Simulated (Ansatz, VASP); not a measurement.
Nb in VASP and in Ansatz

```
Nb
1.0
    -1.64189    1.64189    1.64189
     1.64189   -1.64189    1.64189
     1.64189    1.64189   -1.64189
Nb
1
Direct
  0.00000 0.00000 0.00000
```

Alike in both runs: task single point; functional RPBE; k mesh 22 × 22 × 22; occupations fermi-dirac, width 0.1 eV; no spin polarisation.

```csv
,VASP,Ansatz
version,VASP 6.6.1,Ansatz 0.2.0
potentials or method,"VASP PAW PBE potentials, release 64 (Nb_sv), cutoff 520 eV","plane waves (420 eV) with PAW, scalar-relativistic"
valence electrons in the cell,13,13
```

```csv
,VASP,Ansatz,Ansatz less VASP
pressure (GPa),7.1,7.5,+0.36
```

VASP's potentials were made for PBE, not for RPBE.
